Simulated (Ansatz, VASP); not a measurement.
# ScB2Sb3: VASP beside Ansatz

```
Sc B Sb
1.0
    -2.38618    3.03509    5.86959
     2.38618   -3.03509    5.86959
     2.38618    3.03509   -5.86959
Sc B Sb
1 2 3
Direct
  0.00000 0.50000 0.50000
  0.32391 0.32391 0.00000
  0.67609 0.67609 0.00000
  0.85318 0.85318 0.00000
  0.14682 0.14682 0.00000
  0.50000 0.50000 0.00000
```

Alike in both runs: functional PBE; k mesh 4 × 4 × 4; occupations gaussian, width 0.1 eV; no spin polarisation.

Ansatz relaxed the structure, and its values are those at the end. VASP's run is a single point on that final structure, the one shown.

|  | VASP | Ansatz |
| --- | --- | --- |
| version | VASP 6.6.1 | Ansatz 0.2.0 |
| potentials or method | VASP PAW PBE potentials, release 64 (Sc_sv, B, Sb), cutoff 520 eV | scalar-relativistic, plane waves, PAW |
| valence electrons in the cell | 32 | 62 |

VASP gave:

```
gap on the k mesh at the Fermi level (eV) : none
pressure (GPa)                            : 0.3
rms of the force components (eV/Å)        : 0.040
```

Which values does Ansatz return?

gap on the k mesh at the Fermi level (eV): none; pressure (GPa): 0.0; rms of the force components (eV/Å): 0.002.

A gap of «none» marks a metal or a gap that the smearing closes. VASP's potentials hold 32 valence electrons a cell and Ansatz's 62, so a difference there can come from the potentials and not from the codes.

The k mesh is coarse, so the values compare programs but aren't converged. Spin-orbit coupling is off throughout.
